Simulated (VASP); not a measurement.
Wanted: the native input for a VASP 6.6.1 run.

| Quantity | Value |
| --- | --- |
| Task | single point |
| Functional | PBE |
| Dispersion | D3(BJ) |
| Potentials or basis | VASP PAW PBE potentials, release 64 (Bi_d, H) |
| Cutoff | 520 eV |
| k mesh | 6 × 6 × 1 |
| Occupations | gaussian, width 0.05 eV |
| Spin | collinear spin |
| Starting moments | [0.0, 0.0, 1.0] μB |
| Dipole correction | yes |
| Further INCAR settings | ALGO = Normal; EDIFF = 1e-06; NBANDS = 26 |

The structure of Bi2H lies in POSCAR:

```
Bi2H
1.0
    4.2790193530      0.0000000000      0.0000000000
   -2.1395096765      3.7057394630      0.0000000000
    0.0000000000      0.0000000000     17.2471505494
Bi H
2 1
Direct
    0.3333333333      0.6666666667      0.3332231914
    0.6666666667      0.3333333333      0.2319223682
    0.3333333333      1.3333333333      0.4073869733
```

One way to write it, as run:

INCAR

```
SYSTEM = Bi2H
PREC = Accurate
ENCUT = 520
EDIFF = 1E-6
ISMEAR = 0
SIGMA = 0.05
LREAL = .FALSE.
LASPH = .TRUE.
NELM = 150
ALGO = Normal
ISIF = 2
LWAVE = .FALSE.
LCHARG = .TRUE.
ISPIN = 2
MAGMOM = 0 0 1
LORBIT = 11
LDIPOL = .TRUE.
IDIPOL = 3
DIPOL = 0.5 0.5 0.324
GGA = PE
IVDW = 12
LELF = .TRUE.
LVHAR = .TRUE.
LVACPOTAV = .TRUE.
NBANDS = 26
```

KPOINTS

```
Automatic mesh
0
G
  6 6 1
  0 0 0
```

Potentials or basis: VASP PAW PBE potentials, release 64 (Bi_d, H).

Launch:

```console
$ cat potpaw_PBE.64/Bi_d/POTCAR potpaw_PBE.64/H/POTCAR > POTCAR
$ mpirun -np 1 vasp_std > vasp.out
```

It gave:

```json
{
  "Largest force": "0.917 eV/Å",
  "Net moment": "0.00 μB per cell",
  "Valence electrons inside the program's atomic spheres": "Bi 12.85, 12.80; H 0.48",
  "Dispersion energy per atom": "-0.171 eV"
}
```

Wall time 6.8 min on 1 thread of Oxide Virtual Turin-like Processor, on a shared host, peak memory 0.54 GiB.
